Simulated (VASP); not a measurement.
Crystal: GaN.

```
Ga N
1.0
     0.00000    1.99250    1.99250
     1.99250    0.00000    1.99250
     1.99250    1.99250    0.00000
Ga N
1 1
Cartesian
  1.9925 1.9925 1.9925
  0.0000 0.0000 0.0000
```

```yaml
Program: VASP 6.6.1
Task: relaxation of cell and atoms
Functional: PBE
Potentials_or_basis: VASP PAW PBE potentials, release 64 (Ga_d, N)
Cutoff: 600 eV
k_mesh: 10 × 10 × 10
Occupations: fermi-dirac, width 0.02 eV
Spin: no spin polarisation
```

At the start: pressure 70.0 GPa; volume 7.91 Å³/atom.

Q: Where does the relaxation end?

A: Over 16 steps the energy falls by 333.1 meV/atom and the volume is 9.75 Å³/atom (+23.3 %); space group Fm-3m (No. 225, to 0.05 Å).

Step by step:
| step | energy change (eV) | largest force (eV/Å) | pressure (GPa) | volume (Å³) |
| --- | --- | --- | --- | --- |
| 1 | 0.0000 | 0.0000 | 70.03 | 15.82 |
| 2 | -0.0148 | 0.0000 | -29.15 | 25.13 |
| 3 | -0.6650 | 0.0000 | -2.15 | 19.70 |
| 4 | -0.6661 | 0.0000 | -0.17 | 19.54 |
| 5 | -0.6661 | 0.0000 | 0.65 | 19.46 |
| 6 | -0.6661 | 0.0000 | 0.56 | 19.46 |
| 7 | -0.6661 | 0.0000 | 0.29 | 19.47 |
| 8 | -0.6661 | 0.0000 | 0.43 | 19.47 |
| 9 | -0.6661 | 0.0000 | 0.45 | 19.47 |
| 10 | -0.6661 | 0.0000 | 0.44 | 19.47 |
| 11 | -0.6661 | 0.0000 | 0.44 | 19.47 |
| 12 | -0.6661 | 0.0000 | 0.46 | 19.47 |
| 13 | -0.6661 | 0.0000 | 0.29 | 19.47 |
| 14 | -0.6661 | 0.0000 | 0.37 | 19.48 |
| 15 | -0.6661 | 0.0000 | 0.31 | 19.49 |
| 16 | -0.6661 | 0.0000 | 0.02 | 19.50 |

Final structure:
```xyz
2
Lattice="0.0000 2.1365 2.1365 2.1365 0.0000 2.1365 2.1365 2.1365 0.0000" Properties=species:S:1:pos:R:3 pbc="T T T"
Ga    2.1365    2.1365    2.1365
N     0.0000    2.1365    2.1365
```

Caveat: the volume moved by over 15 % at a fixed basis, so the end points are rough; the volume moved by +23 % from the deposited cell, more than functionals usually miss.
